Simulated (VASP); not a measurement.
Pb, 2 atoms in the cell. It takes space group P6_3/mmc (No. 194, hexagonal). The conventional cell has a = 3.480 Å, b = 3.480 Å, c = 5.590 Å, α = 90.00°, β = 90.00°, γ = 120.00°. Within 4.5 Å of Pb (site symmetry -6m2) lie 12 Pb at 3.44 to 3.48 Å. This isn't the form of Pb at room conditions, which is fcc.

```yaml
Program: VASP 6.6.1
Task: single point
Functional: LDA
Potentials_or_basis: VASP PAW LDA potentials, release 64 (Pb_d)
Cutoff: 520 eV
k_mesh: 7 × 7 × 4
Occupations: fermi-dirac, width 0.05 eV
Spin: non-collinear spin, zero start, spin-orbit coupling
Starting_moments: "[[0.0, 0.0, 0.0], [0.0, 0.0, 0.0]] μB"
Dipole_correction: no
Further_INCAR_settings: ALGO = Normal; EDIFF = 1e-07; NBANDS = 40
```

Potentials or basis: VASP PAW LDA potentials, release 64 (Pb_d).

The run is started by

```console
$ cat potpaw_LDA.64/Pb_d/POTCAR > POTCAR
$ mpirun -np 1 vasp_ncl > vasp.out
```

Hardware: 1 thread of Intel Xeon 8259CL (shared host).

**Question.** Estimate the wall time of this run.

**Answer.** Wall time 2.7 min on 1 thread of Intel Xeon 8259CL (shared host), peak memory 0.28 GiB. Counts: scf iterations 12, k points 24.
